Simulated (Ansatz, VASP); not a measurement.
## One calculation of MnO, two programs

The input INCAR:

```
SYSTEM = MnO
ALGO = Normal
EDIFF = 1E-6
ENCUT = 520
GGA = CA
ISIF = 2
ISMEAR = -1
ISPIN = 2
LASPH = .True.
LCHARG = .False.
LMAXMIX = 4
LORBIT = 11
LREAL = .False.
LWAVE = .False.
MAGMOM = 4 0
NBANDS = 20
NELM = 150
PREC = Accurate
SIGMA = 0.05
```

Contents of KPOINTS:

```
k-points
0
Gamma
  10 10 10
  0 0 0
```

The input POSCAR:

```
MnO
1.0
    0.0000000000      2.2089816980      2.2089816980
    2.2089816980      0.0000000000      2.2089816980
    2.2089816980      2.2089816980      0.0000000000
Mn O
1 1
Direct
    0.0000000000      0.0000000000      0.0000000000
    0.5000000000      0.5000000000      0.5000000000
```

File input.yaml:

```yaml
crystal:
  lattice:
    - [0.0, 2.208981698, 2.208981698]
    - [2.208981698, 0.0, 2.208981698]
    - [2.208981698, 2.208981698, 0.0]
  atoms:
    - { symbol: Mn, position: [0.0, 0.0, 0.0], spin: 4.0 }
    - { symbol: O, position: [0.5, 0.5, 0.5] }
kpoints:
  mp_grid: { grid: [10, 10, 10] }
scf:
  occupations: { method: fermi_dirac, width: 0.05 }
hamiltonian:
  xc: lda
  pseudopotentials: { kind: all_electron, lapw: { basis_error: 0.001 } }
magnetization:
  spin_polarized: true
output:
  forces: true
  stress: true
  eigenvalues: true
```

Change from the starting cell: volume scaled by 0.98.

Alike in both runs: task single point; functional LDA; k mesh 10 × 10 × 10; occupations fermi-dirac, width 0.05 eV; collinear spin.

```csv
,VASP,Ansatz
version,VASP 6.6.1,Ansatz 0.2.0
potentials or method,"VASP PAW LDA potentials, release 64 (Mn_pv, O), cutoff 520 eV","all-electron LAPW, scalar-relativistic"
```

Ansatz gave:

| Quantity | Value |
| --- | --- |
| gap on the k mesh at the Fermi level (eV) | none |
| pressure (GPa) | -15.2 |
| net moment per atom (μB) | 2.26 |
| size of the moment on the site where the two differ most (μB) | 4.11 |

Task: What did VASP give for the same quantities?

Result: gap on the k mesh at the Fermi level (eV): none; pressure (GPa): -16.6; net moment per atom (μB): 2.22; size of the moment on the site where the two differ most (μB): 4.05.

LDA's correlation is that of Perdew and Zunger in VASP and of Perdew and Wang (1992) in Ansatz. Site moments also hang on the region over which each program counts them. A gap of «none» marks a metal or a gap that the smearing closes. Ansatz ran all-electron here, and VASP with PAW potentials.
